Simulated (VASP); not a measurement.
# CuO in VASP: further runs

The runs below take CuO through single point, with PBE, PBEsol+U.

All numbers are computed with VASP 6.6.1; they aren't measurements. Logs are shortened: lines on timing, memory, paths and dates and some standing lists are left out, and cuts for length are marked.

**1. The cell of the first run**

The typed cell holds 4 atoms: a = 2.933 Å, b = 2.933 Å, c = 5.134 Å, α = 97.86°, β = 97.86°, γ = 72.32°.

**2. Single point, PBE**

INCAR

```
PREC = Accurate ; ENCUT = 820
EDIFF = 1E-6 ; ISMEAR = -1
SIGMA = 0.05 ; LREAL = False
LASPH = True ; NELM = 120
ALGO = Normal ; ISIF = 2
LWAVE = False ; LCHARG = False
GGA = PE ; NBANDS = 33
GGA_COMPAT = False
```

KPOINTS

```
Automatic mesh
0
Gamma
  8 8 5
```

POSCAR

```
CuO
1.0
    2.3680965000     -1.7305340000      0.0000000000
    2.3680965000      1.7305340000      0.0000000000
   -0.8691598988      0.0000000000      5.0594363927
Cu O
2 2
Direct
    0.4942766854     -0.0056786599      0.5018269465
   -0.0056786599      0.4942766854      0.0018269465
    0.4300519390      0.5583500355      0.7518730535
    0.5583500355      0.4300519390      0.2518730535
```

Potentials or basis: VASP PAW PBE potentials, release 64 (Cu_sv_GW, O).

Command:

```
cat potpaw_PBE.64/Cu_sv_GW/POTCAR potpaw_PBE.64/O/POTCAR > POTCAR
mpirun -np 1 vasp_std > vasp.out
```

OUTCAR:

```text
PREC = Accurate
   ENCUT = 820
   EDIFF = 1E-6
   ISMEAR = -1
   LREAL = False
   LASPH = True
   NELM = 120
   ISIF = 2
   GGA = PE

 ion  position               nearest neighbor table
   1  0.494  0.994  0.502-   3 1.93   4 1.93   4 1.99   3 1.99
   2  0.994  0.494  0.002-   4 1.93   3 1.93   3 1.99   4 1.99
   3  0.430  0.558  0.752-   1 1.93   2 1.93   2 1.99   1 1.99
   4  0.558  0.430  0.252-   2 1.93   1 1.93   1 1.99   2 1.99

  LATTYP: Found a base centered monoclinic cell.
 ALAT       =     4.7361930000
 B/A-ratio  =     0.7307700510
 C/A-ratio  =     1.0838979733
 COS(beta)  =    -0.1693097174

  Lattice vectors:

 A1 = (   2.3680965000,  -1.7305340000,   0.0000000000)
 A2 = (   2.3680965000,   1.7305340000,   0.0000000000)
 A3 = (  -0.8691598988,   0.0000000000,   5.0594363927)

Analysis of symmetry for initial positions (statically):
=====================================================================
 Subroutine PRICEL returns:
 Original cell was already a primitive cell.

 Routine SETGRP: Setting up the symmetry group for a
 base centered monoclinic supercell.

 Subroutine GETGRP returns: Found  2 space group operations
 (whereof  1 operations were pure point group operations)
 out of a pool of  4 trial point group operations.

The static configuration has the point symmetry C_1 .
 The point group associated with its full space group is C_1h.

Analysis of symmetry for dynamics (positions and initial velocities):
=====================================================================
 Subroutine PRICEL returns:
 Original cell was already a primitive cell.

 Routine SETGRP: Setting up the symmetry group for a
 base centered monoclinic supercell.

 Subroutine GETGRP returns: Found  2 space group operations
 (whereof  1 operations were pure point group operations)
 out of a pool of  4 trial point group operations.

The dynamic configuration has the point symmetry C_1 .
 The point group associated with its full space group is C_1h.

 Subroutine INISYM returns: Found  2 space group operations
 (whereof  1 operations are pure point group operations),
 and found     1 'primitive' translations

----------------------------------------------------------------------------------------

                                     Primitive cell

  volume of cell :      41.4679

  direct lattice vectors                    reciprocal lattice vectors
     2.368096500 -1.730534000  0.000000000     0.211140044 -0.288928157  0.036271720
     2.368096500  1.730534000  0.000000000     0.211140044  0.288928157  0.036271720
    -0.869159899  0.000000000  5.059436393     0.000000000  0.000000000  0.197650474

  length of vectors
     2.933023859  2.933023859  5.133549994     0.359687693  0.359687693  0.197650474

  position of ions in fractional coordinates (direct lattice)
     0.494276685  0.994321340  0.501826947
     0.994321340  0.494276685  0.001826947
     0.430051939  0.558350035  0.751873053
     0.558350035  0.430051939  0.251873053

  ion indices of the primitive-cell ions
   primitive index   ion index
                 1           1
                 2           2
                 3           3
                 4           4

----------------------------------------------------------------------------------------

 KPOINTS: Automatic mesh

Automatic generation of k-mesh.
 Grid dimensions read from file:
 generate k-points for:    8    8    5

 Generating k-lattice:

  Cartesian coordinates                     Fractional coordinates (reciprocal lattice)
     0.026392506 -0.036116020  0.004533965     0.125000000  0.000000000  0.000000000
     0.026392506  0.036116020  0.004533965     0.000000000  0.125000000  0.000000000
     0.000000000  0.000000000  0.039530095     0.000000000  0.000000000  0.200000000

  Length of vectors
     0.044960962  0.044960962  0.039530095

  Shift w.r.t. Gamma in fractional coordinates (k-lattice)
     0.000000000  0.000000000  0.000000000

 Subroutine IBZKPT returns following result:
 ===========================================

[... 51 lines left out ...]
      6     -64.5704      2.00000
[... 25 lines left out ...]
     32      21.3394      0.00000
     33      22.1072      0.00000

 k-point     2 :       0.1250    0.0000   -0.0000
  band No.  band energies     occupation
      1    -107.1017      2.00000
      2    -107.1011      2.00000
      3     -64.6465      2.00000
      4     -64.6438      2.00000
      5     -64.5764      2.00000
      6     -64.5709      2.00000
[... 25 lines left out ...]
     32      20.9347      0.00000
     33      22.2039      0.00000

 k-point     3 :       0.2500    0.0000   -0.0000
  band No.  band energies     occupation
      1    -107.1014      2.00000
      2    -107.1011      2.00000
      3     -64.6489      2.00000
      4     -64.6444      2.00000
      5     -64.5764      2.00000
      6     -64.5720      2.00000
[... 25 lines left out ...]
     32      19.7782      0.00000
     33      21.6575      0.00000

 k-point     4 :       0.3750    0.0000   -0.0000
  band No.  band energies     occupation
      1    -107.1011      2.00000
      2    -107.1009      2.00000
      3     -64.6517      2.00000
      4     -64.6444      2.00000
      5     -64.5761      2.00000
      6     -64.5733      2.00000
[... 25 lines left out ...]
     32      18.6741      0.00000
     33      20.9157      0.00000

 k-point     5 :       0.5000    0.0000   -0.0000
  band No.  band energies     occupation
      1    -107.1010      2.00000
      2    -107.1009      2.00000
      3     -64.6529      2.00000
      4     -64.6444      2.00000
      5     -64.5757      2.00000
      6     -64.5741      2.00000
[... 604 lines left out ...]
 k-point    22 :       0.0000    0.0000    0.2000
  band No.  band energies     occupation
      1    -107.1017      2.00000
      2    -107.1013      2.00000
      3     -64.6457      2.00000
      4     -64.6435      2.00000
      5     -64.5759      2.00000
      6     -64.5710      2.00000
[... 25 lines left out ...]
     32      20.7692      0.00000
     33      21.6427      0.00000

 k-point    23 :       0.1250    0.0000    0.2000
  band No.  band energies     occupation
      1    -107.1016      2.00000
      2    -107.1013      2.00000
      3     -64.6461      2.00000
      4     -64.6443      2.00000
      5     -64.5761      2.00000
      6     -64.5715      2.00000
[... 25 lines left out ...]
     32      20.5748      0.00000
     33      21.2108      0.00000

 k-point    24 :       0.2500    0.0000    0.2000
  band No.  band energies     occupation
      1    -107.1014      2.00000
      2    -107.1012      2.00000
      3     -64.6487      2.00000
      4     -64.6446      2.00000
      5     -64.5762      2.00000
      6     -64.5725      2.00000
[... 25 lines left out ...]
     32      20.1243      0.00000
     33      20.7771      0.00000

 [... further k-points ...]

------------------------ aborting loop because EDIFF is reached ----------------------------------------

  FORCE on cell =-STRESS in cart. coord.  units (eV):
  Direction    XX          YY          ZZ          XY          YZ          ZX
  --------------------------------------------------------------------------------------
  -------------------------------------------------------------------------------------
  Total        0.1297815      1.2420227      0.7437841      0.0000000      0.0000000      0.3781010
  in kB        5.0143142     47.9875375     28.7372903      0.0000000      0.0000000     14.6085368
  external PRESSURE =      27.2463807 kB  Pullay stress =       0.0000000 kB

 VOLUME and BASIS-vectors are now :
 -----------------------------------------------------------------------------
  energy-cutoff  :      820.00
  volume of cell :       41.47
      direct lattice vectors                 reciprocal lattice vectors
     2.368096500 -1.730534000  0.000000000     0.211140044 -0.288928157  0.036271720
     2.368096500  1.730534000  0.000000000     0.211140044  0.288928157  0.036271720
    -0.869159899  0.000000000  5.059436393     0.000000000  0.000000000  0.197650474

 POSITION                                       TOTAL-FORCE (eV/Angst)
 -----------------------------------------------------------------------------------
      3.08898      0.86534      2.53896        -0.005244     -0.002519      0.002017
      3.52356     -0.86534      0.00924        -0.005244      0.002519      0.002017
      1.68713      0.22202      3.80405         0.005244     -0.000077     -0.002017
      2.12171     -0.22202      1.27434         0.005244      0.000077     -0.002017
 -----------------------------------------------------------------------------------
    total drift:                               -0.001789     -0.000000      0.001265

  FREE ENERGIE OF THE ION-ELECTRON SYSTEM (eV)
  ---------------------------------------------------
  free  energy   TOTEN  =       -19.7431037562 eV

  energy  without entropy=      -19.7256457275  energy(sigma->0) =      -19.73437474
```

Run time: 6.4 min. Hardware: 1 thread of Intel Xeon Platinum 8375C at 2.90GHz (Ice Lake), shared host; peak memory 0.36 GiB.

Results:

```yaml
Free_energy: -19.7431 eV
Pressure: 2.7 GPa
Largest_force: 0.006 eV/Å
Band_gap_on_the_k_mesh: zero (bands 25 and 26 overlap by 0.51 eV)
```

Forces on the atoms (eV/Å):
```
Cu  -0.005 -0.003  0.002
Cu  -0.005  0.003  0.002
O    0.005  0.000 -0.002
O    0.005  0.000 -0.002
```

Levels at points of the mesh, in eV from the Fermi level:
| k point | band 23 | band 24 | band 25 | band 26 | band 27 | band 28 |
| --- | --- | --- | --- | --- | --- | --- |
| (0.00, 0.00, 0.00) | -2.16 | -1.65 | 0.20 | 0.93 | 1.66 | 5.98 |
| (0.50, 0.00, 0.00) | -1.53 | -1.44 | 0.06 | 0.28 | 4.62 | 6.09 |
| (0.50, 0.50, 0.00) | -1.67 | -1.25 | -0.74 | 1.04 | 3.12 | 7.09 |

Caveat: semilocal functionals often make such compounds metallic where correlation or magnetic order opens a gap, which also shifts bond lengths.

**3. Single point, PBE**

This run uses another cell than the first one, of 9.37 Å³/atom.

INCAR

```
SYSTEM = CuO
PREC = Accurate
ENCUT = 820
EDIFF = 1E-6
ISMEAR = -1
SIGMA = 0.05
LREAL = .FALSE.
LASPH = .TRUE.
NELM = 120
ALGO = Normal
ISIF = 2
LWAVE = .FALSE.
LCHARG = .FALSE.
GGA = PE
NBANDS = 33
GGA_COMPAT = .FALSE.
```

KPOINTS

```
regular mesh
0
G
  8 8 5
  0 0 0
```

POSCAR

```
CuO
1.0
    2.2508640000     -1.6448640000      0.0000000000
    2.2508640000      1.6448640000      0.0000000000
   -0.8261321810      0.0000000000      5.0594363927
Cu O
2 2
Direct
    0.4942875191     -0.0057704235      0.5018530156
   -0.0057704235      0.4942875191      0.0018530156
    0.4160185410      0.5724643634      0.7518469844
    0.5724643634      0.4160185410      0.2518469844
```

Potentials or basis: VASP PAW PBE potentials, release 64 (Cu_sv_GW, O).

Command:

```
cat potpaw_PBE.64/Cu_sv_GW/POTCAR potpaw_PBE.64/O/POTCAR > POTCAR
mpirun -np 1 vasp_std > vasp.out
```

It took 4.7 min on 1 thread of Intel Xeon Platinum 8559C (Emerald Rapids), shared host; peak memory 0.35 GiB.

It converged, with:

```
Free energy            : -19.4298 eV
Pressure               : 21.1 GPa
Largest force          : 0.011 eV/Å
Band gap on the k mesh : zero (bands 25 and 26 overlap by 0.44 eV)
```

Forces in eV/Å, atoms in the order of the input:
```
Cu   0.000  0.000  0.000
Cu   0.000  0.000  0.000
O    0.000  0.011  0.000
O    0.000 -0.011  0.000
```

Stress tensor (GPa, compression positive):
```
23.43  0.00 -1.78
 0.00 20.11  0.00
-1.78  0.00 19.80
```

Levels at points of the mesh, in eV from the Fermi level:
```
           k point  band 21  band 22  band 23  band 24  band 25  band 26  band 27  band 28  band 29  band 30
(0.00, 0.00, 0.00)    -2.66    -2.48    -2.42    -1.96     0.18     0.97     1.96     6.29     8.34    14.21
(0.50, 0.00, 0.00)    -2.20    -1.80    -1.70    -1.55     0.03     0.20     4.43     6.63     7.39    11.68
(0.50, 0.50, 0.00)    -2.40    -2.32    -1.74    -1.29    -0.70     1.20     3.22     7.33     8.43    10.82
```

Caveat: the cell stands under pressure; semilocal functionals underestimate gaps, and a narrow one can read as zero; semilocal functionals often make such compounds metallic where correlation or magnetic order opens a gap, which also shifts bond lengths. With open d or f shells a metallic result of PBE can be an artefact of self-interaction; +U or a hybrid may open a gap.

**4. Single point, PBE**

This run uses another cell than the first one, of 9.76 Å³/atom.

INCAR

```
ALGO     = Normal         # electronic algorithm
EDIFF    = 1E-6           # SCF threshold, eV
ENCUT    = 820            # plane-wave cutoff, eV
GGA      = PE             # functional
GGA_COMPAT= F            
ISIF     = 2              # what is computed and relaxed
ISMEAR   = -1             # smearing method
LASPH    = T              # aspherical terms in the spheres
LCHARG   = F              # write CHGCAR
LREAL    = F              # projectors in reciprocal space
LWAVE    = F              # write WAVECAR
NBANDS   = 33             # bands
NELM     = 120            # most SCF steps
PREC     = Accurate       # precision mode
SIGMA    = 0.05           # smearing width, eV
```

KPOINTS

```
k-points
0
Gamma
  8 8 5
```

POSCAR

```
CuO
1.0
    2.2977570000     -1.6791320000      0.0000000000
    2.2977570000      1.6791320000      0.0000000000
   -0.8433432681      0.0000000000      5.0594363927
Cu O
2 2
Direct
    0.4949080808     -0.0061306206      0.5019270149
   -0.0061306206      0.4949080808      0.0019270149
    0.4219331422      0.5662893976      0.7517729851
    0.5662893976      0.4219331422      0.2517729851
```

Command:

```
cat potpaw_PBE.64/Cu_sv_GW/POTCAR potpaw_PBE.64/O/POTCAR > POTCAR
mpirun -np 1 vasp_std > vasp.out
```

Run time: 5 min. Hardware: 1 thread of Intel Xeon Platinum 8559C (Emerald Rapids), shared host; peak memory 0.35 GiB.

Results (log left out):

```yaml
Free_energy: -19.6111 eV
Pressure: 12.8 GPa
Largest_force: 0.019 eV/Å
Band_gap_on_the_k_mesh: zero (bands 25 and 26 overlap by 0.47 eV)
```

Forces in eV/Å, atoms in the order of the input:
```
Cu   0.000  0.006 -0.004
Cu   0.000 -0.006 -0.004
O    0.000  0.018  0.004
O    0.000 -0.018  0.004
```

Stress tensor (GPa, compression positive):
```
13.09  0.00 -0.06
 0.00 13.28  0.00
-0.06  0.00 11.93
```

Levels at points of the mesh, in eV from the Fermi level:
| k point | band 21 | band 22 | band 23 | band 24 | band 25 | band 26 | band 27 | band 28 | band 29 | band 30 |
| --- | --- | --- | --- | --- | --- | --- | --- | --- | --- | --- |
| (0.00, 0.00, 0.00) | -2.55 | -2.38 | -2.32 | -1.83 | 0.19 | 0.95 | 1.83 | 6.15 | 8.19 | 13.88 |
| (0.50, 0.00, 0.00) | -2.16 | -1.73 | -1.63 | -1.51 | 0.04 | 0.24 | 4.49 | 6.41 | 7.12 | 11.40 |
| (0.50, 0.50, 0.00) | -2.30 | -2.26 | -1.71 | -1.28 | -0.72 | 1.13 | 3.17 | 7.22 | 8.39 | 10.36 |

Caveat: the cell stands under pressure; semilocal functionals underestimate gaps, and a narrow one can read as zero; semilocal functionals often make such compounds metallic where correlation or magnetic order opens a gap, which also shifts bond lengths. With open d or f shells a metallic result of PBE can be an artefact of self-interaction; +U or a hybrid may open a gap.

**5. Single point, PBEsol+U**

This run uses another cell than the first one, of 10.16 Å³/atom.

INCAR

```
PREC = Accurate
ENCUT = 820
EDIFF = 1E-6
ISMEAR = -1
SIGMA = 0.05
LREAL = False
LASPH = True
NELM = 200
ALGO = Normal
ISIF = 2
LWAVE = False
LCHARG = False
LMAXMIX = 4
LDAU = True
LDAUTYPE = 2
LDAUL = 2 -1
LDAUU = 8 0
LDAUJ = 0 0
LDAUPRINT = 1
GGA = PS
NBANDS = 33
GGA_COMPAT = False
```

KPOINTS

```
regular mesh
0
Gamma
  10 10 5
```

POSCAR

```
CuO
1.0
    2.3446500000     -1.7134000000      0.0000000000
    2.3446500000      1.7134000000      0.0000000000
   -0.8605543552      0.0000000000      5.0594363927
Cu O
2 2
Direct
    0.4968000000      0.0032000000      0.5000000000
    0.0032000000      0.4968000000      0.0000000000
    0.4056000000      0.5714000000      0.7537000000
    0.5714000000      0.4056000000      0.2537000000
```

Command:

```
cat potpaw_PBE.64/Cu_sv_GW/POTCAR potpaw_PBE.64/O/POTCAR > POTCAR
mpirun -np 1 vasp_std > vasp.out
```

Run time: 3.2 min. Hardware: 1 thread of Intel Xeon 6975P-C (Granite Rapids), shared host; peak memory 0.45 GiB.

It converged, with:

```
Free energy            : -14.6162 eV
Pressure               : -4.9 GPa
Largest force          : 0.674 eV/Å
Band gap on the k mesh : zero (bands 25 and 26 overlap by 0.62 eV)
```

Forces on the atoms (eV/Å):
```
Cu  -0.563 -0.296  0.224
Cu  -0.563  0.296  0.224
O    0.563 -0.255 -0.224
O    0.563  0.255 -0.224
```

Stress tensor (GPa, compression positive):
```
-4.64  0.00 -0.68
 0.00 -3.55  0.00
-0.68  0.00 -6.39
```

Levels at points of the mesh, in eV from the Fermi level:
```
           k point  band 22  band 23  band 24  band 25  band 26  band 27  band 28  band 29
(0.00, 0.00, 0.00)    -2.69    -2.67    -2.26     0.23     0.98     1.83     6.42     8.42
(0.50, 0.00, 0.00)    -2.75    -2.51    -1.93     0.06     0.39     5.34     6.76     7.26
(0.50, 0.50, 0.00)    -3.50    -2.41    -2.10    -1.11     1.16     3.82     7.46     9.08
```

Eigenvalues of the final occupation matrices:
| site | spin | trace | eigenvalues |
| --- | --- | --- | --- |
| site 1 d | 1 | 4.53 | 0.75 0.93 0.95 0.95 0.96 |
| site 1 d | 2 | 4.53 | 0.75 0.93 0.95 0.95 0.96 |
| site 2 d | 1 | 4.53 | 0.75 0.93 0.95 0.95 0.96 |
| site 2 d | 2 | 4.53 | 0.75 0.93 0.95 0.95 0.96 |

Caveat: the cell stands under tension; the PAW data sets were made with another functional, which shifts forces and pressure a little; U without spin polarisation on a metal has little footing.

**6. Overview**

| level | U | cell | k mesh | gap on the mesh (eV) | pressure (GPa) | largest force (eV/Å) |
| --- | --- | --- | --- | --- | --- | --- |
| PBE | - | a = 2.933, b = 2.933, c = 5.134 Å, angles 97.9, 97.9, 72.3°, 4 atoms, atomic positions A | 8 × 8 × 5 | none | 2.7 | 0.01 |
| PBE | - | a = 2.788, b = 2.788, c = 5.126 Å, angles 97.5, 97.5, 72.3°, 4 atoms, atomic positions B | 8 × 8 × 5 | none | 21.1 | 0.01 |
| PBE | - | a = 2.846, b = 2.846, c = 5.129 Å, angles 97.6, 97.6, 72.3°, 4 atoms, atomic positions C | 8 × 8 × 5 | none | 12.8 | 0.02 |
| PBEsol+U | Cu d U = 8.0 eV | a = 2.904, b = 2.904, c = 5.132 Å, angles 97.8, 97.8, 72.3°, 4 atoms, atomic positions D | 10 × 10 × 5 | none | -4.9 | 0.67 |

Alike in all rows: task single point; potentials or basis VASP PAW PBE potentials, release 64 (Cu_sv_GW, O); no spin polarisation; cutoff (eV) 820; smearing fermi-dirac 0.05 eV.

Caveats: semilocal functionals often make such compounds metallic where correlation or magnetic order opens a gap, which also shifts bond lengths (at least some runs); the cell stands under pressure (at least some runs); semilocal functionals underestimate gaps, and a narrow one can read as zero (at least some runs); the cell stands under tension (at least some runs); the PAW data sets were made with another functional, which shifts forces and pressure a little (at least some runs); U without spin polarisation on a metal has little footing (at least some runs).

Total energies depend on the potentials used, so only differences within one code and one set of settings carry meaning.
